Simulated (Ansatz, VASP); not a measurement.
Two plane-wave programs on Te4W

```
CELL_PARAMETERS angstrom
0.00000 4.23446 4.23446
4.23446 0.00000 4.23446
4.23446 4.23446 0.00000
ATOMIC_POSITIONS crystal
Te 0.61352 0.61352 0.61352
Te 0.61352 0.61352 0.15945
Te 0.61352 0.15945 0.61352
Te 0.15945 0.61352 0.61352
W 0.25000 0.25000 0.25000
```

Alike in both runs: task single point; functional PBE; k mesh 4 × 4 × 4; occupations gaussian, width 0.1 eV; no spin polarisation.

|  | VASP | Ansatz |
| --- | --- | --- |
| version | VASP 6.6.1 | Ansatz 0.2.0 |
| potentials or method | VASP PAW PBE potentials, release 64 (Te, W_sv), cutoff 520 eV | scalar-relativistic, plane waves, PAW |
| valence electrons in the cell | 38 | 78 |

Ansatz gave:

```
gap on the k mesh at the Fermi level (eV) : none
pressure (GPa)                            : 10.1
rms of the force components (eV/Å)        : 2.485
```

Problem. Which values does VASP return?

Solution. gap on the k mesh at the Fermi level (eV): none; pressure (GPa): 10.2; rms of the force components (eV/Å): 2.518.

Atom by atom the forces differ by 0.032 eV/Å (rms over components). A gap of «none» marks a metal or a gap that the smearing closes. VASP's potentials hold 38 valence electrons a cell and Ansatz's 78, so a difference there can come from the potentials and not from the codes.

Spin-orbit coupling is off throughout.
